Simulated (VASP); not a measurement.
Ti:

```xyz
1
Lattice="-1.6410 1.6410 1.6410 1.6410 -1.6410 1.6410 1.6410 1.6410 -1.6410" Properties=species:S:1:pos:R:3 pbc="T T T"
Ti    0.0000    0.0000    0.0000
```

Base run:

```yaml
Program: VASP 6.6.1
Functional: BLYP
Potentials_or_basis: VASP PAW PBE potentials, release 64 (Ti_sv)
Cutoff: 520 eV
k_mesh: 12 × 12 × 12
Occupations: methfessel-paxton, width 0.1 eV
Spin: no spin polarisation
```

Its results: band gap on the k mesh zero (band 6 reaches 9.27 eV, above the bottom of band 7 at 7.80 eV); pressure -0.5 GPa.

Task: The run is repeated on the same cell with these changes: functional from BLYP to PBEsol. What comes out?

Result: Band gap on the k mesh zero (band 6 reaches 8.75 eV, above the bottom of band 7 at 7.18 eV); pressure -7.2 GPa.

PBEsol binds more tightly than BLYP, so the same cell stands under less pressure.

Caveats: the PAW data sets were made with another functional, which shifts forces and pressure a little.
